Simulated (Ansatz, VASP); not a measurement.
**In2BiP in VASP and in Ansatz**

```
CELL_PARAMETERS angstrom
4.45895 0.00000 0.00000
0.00000 4.45895 0.00000
0.00000 0.00000 6.36747
ATOMIC_POSITIONS crystal
P 0.00000 0.00000 0.00000
In 0.00000 0.50000 0.78142
In 0.50000 0.00000 0.21858
Bi 0.50000 0.50000 0.50000
```

Alike in both runs: task single point; functional r2SCAN; k mesh 6 × 6 × 4; occupations fermi-dirac, width 0.02 eV; no spin polarisation.

```csv
,VASP,Ansatz
version,VASP 6.6.1,Ansatz 0.2.0
potentials or method,"VASP PAW PBE potentials, release 64 (P, In_d, Bi_d)","plane waves, PAW"
plane-wave cutoff (eV),520,500
valence electrons in the cell,46,46
```

Ansatz gave:

| Quantity | Value |
| --- | --- |
| pressure (GPa) | 0.0 |

Task: What did VASP give for the same quantities?

Result: Pressure (GPa): -0.1.

VASP's potentials were made for PBE, not for r2SCAN. With one functional, cell and mesh, what is left measures potentials, basis and numerics.

Spin-orbit coupling is off throughout.
